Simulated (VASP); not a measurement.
Set up this calculation in VASP 6.6.1, as the native input.

```
Task                   : single point
Functional             : BLYP
Potentials or basis    : VASP PAW PBE potentials, release 64 (Bi_d, Te)
Cutoff                 : 520 eV
k mesh                 : 7 × 7 × 7
Occupations            : fermi-dirac, width 0.05 eV
Spin                   : no spin polarisation
Dipole correction      : no
Further INCAR settings : ALGO = Normal; EDIFF = 1e-06; NBANDS = 32
```

The structure of Bi2Te3 lies in POSCAR:

```
Bi2Te3
1.0
    2.1633612316      1.2490171894     10.0282759508
   -2.1633612316      1.2490171894     10.0282759508
    0.0000000000     -2.4980343789     10.0282759508
Bi Te
2 3
Direct
    0.6000000000      0.6000000000      0.6000000000
    0.4000000000      0.4000000000      0.4000000000
    0.7905000000      0.7905000000      0.7905000000
    0.2095000000      0.2095000000      0.2095000000
    0.0000000000      0.0000000000      0.0000000000
```

The input as run:

INCAR

```
PREC = Accurate ; ENCUT = 520
EDIFF = 1E-6 ; ISMEAR = -1
SIGMA = 0.05 ; LREAL = False
LASPH = True ; NELM = 100
ALGO = Normal ; ISIF = 2
LWAVE = False ; LCHARG = True
GGA = B5 ; ALDAX = 1.0
AGGAX = 1.0 ; AGGAC = 1.0
ALDAC = 0.0 ; LELF = True
LVHAR = True ; NBANDS = 32
```

KPOINTS

```
regular mesh
0
Gamma
  7 7 7
```

Potentials or basis: VASP PAW PBE potentials, release 64 (Bi_d, Te).

The run is started by

```sh
$ cat potpaw_PBE.64/Bi_d/POTCAR potpaw_PBE.64/Te/POTCAR > POTCAR
$ mpirun -np 1 vasp_std > vasp.out
```

Results of the run:

| Property | Result |
| --- | --- |
| Pressure | 8.4 GPa |
| Largest force | 0.342 eV/Å |
| Band gap on the k mesh | 0.29 eV |

Caveat: the cell stands under pressure; the PAW data sets were made with another functional, which shifts forces and pressure a little; spin-orbit coupling is left out, which moves the levels of the heavy elements.

It took 13 min on 1 thread of Intel(R) Xeon(R) Platinum 8488C (Sapphire Rapids) (shared host), peak memory 0.98 GiB.
